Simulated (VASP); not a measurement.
Crystal: InRu2.

```
In Ru
1.0
     0.00000    2.89153    2.89153
     2.89153    0.00000    2.89153
     2.89153    2.89153    0.00000
In Ru
1 2
Direct
  0.00000 0.00000 0.00000
  0.75000 0.75000 0.75000
  0.50000 0.50000 0.50000
```

```yaml
Program: VASP 6.6.1
Task: relaxation of cell and atoms
Functional: PBE
Potentials_or_basis: VASP PAW PBE potentials, release 64 (In_d, Ru_pv)
Cutoff: 600 eV
k_mesh: 6 × 6 × 6
Occupations: gaussian, width 0.1 eV
Spin: no spin polarisation
```

At the start: pressure 31.9 GPa; volume 16.12 Å³/atom.

Question: How do energy, volume and symmetry change on relaxing?

Answer: Over 5 steps the energy falls by 215.6 meV/atom and the volume is 18.61 Å³/atom (+15.5 %); space group F-43m (No. 216, to 0.05 Å).

The path:
```tsv
step	energy change (eV)	largest force (eV/Å)	pressure (GPa)	volume (Å³)
1	0.0000	0.0000	31.90	48.35
2	1.0545	0.0000	-21.86	74.46
3	-0.6417	0.0000	-2.04	56.61
4	-0.6467	0.0000	-0.47	56.00
5	-0.6469	0.0000	0.00	55.83
```

Final structure:
```
In Ru
1.0
     0.00000    3.03351    3.03351
     3.03351    0.00000    3.03351
     3.03351    3.03351    0.00000
In Ru
1 2
Direct
  0.00000 0.00000 0.00000
  0.75000 0.75000 0.75000
  0.50000 0.50000 0.50000
```

Caveat: the volume moved by over 15 % at a fixed basis, so the end points are rough.
